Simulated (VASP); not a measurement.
Here is a VASP 6.6.1 calculation.

INCAR

```
PREC     = Accurate       # precision mode
ENCUT    = 520            # plane-wave cutoff, eV
EDIFF    = 1E-7           # SCF threshold, eV
ISMEAR   = -1             # smearing method
SIGMA    = 0.02           # smearing width, eV
LREAL    = F              # projectors in reciprocal space
LASPH    = T              # aspherical terms in the spheres
NELM     = 100            # most SCF steps
ALGO     = Normal         # electronic algorithm
ISIF     = 2              # what is computed and relaxed
LWAVE    = F              # write WAVECAR
LCHARG   = F              # write CHGCAR
GGA      = CA             # functional
NBANDS   = 24             # bands
```

Contents of KPOINTS:

```
Automatic mesh
0
Gamma
  6 6 6
```

File POSCAR:

```
ScF3
1.0
    4.0926990000      0.0000000000      0.0000000000
    0.0000000000      4.0926990000      0.0000000000
    0.0000000000      0.0000000000      4.0124500000
Sc F
1 3
Direct
    0.0000000000      0.0000000000      0.0000000000
    0.5000000000      0.0000000000      0.0000000000
    0.0000000000      0.5000000000      0.0000000000
    0.0000000000      0.0000000000      0.5000000000
```

Potentials or basis: VASP PAW LDA potentials, release 64 (Sc_sv, F).

The run is started by

```console
$ cat potpaw_LDA.64/Sc_sv/POTCAR potpaw_LDA.64/F/POTCAR > POTCAR
$ mpirun -np 1 vasp_std > vasp.out
```

**Question.** Estimate the band gap on the k mesh.

**Answer.** 5.91 eV, indirect (least direct gap 6.44 eV).

**Question.** Estimate the pressure.

**Answer.** -5.7 GPa.

Stress tensor (GPa, compression positive):
```
-7.14  0.00  0.00
 0.00 -7.14  0.00
 0.00  0.00 -2.90
```

Caveat: the cell differs from its parent crystal (equal xx and yy strain of +2 %). A k mesh can miss the band edges.
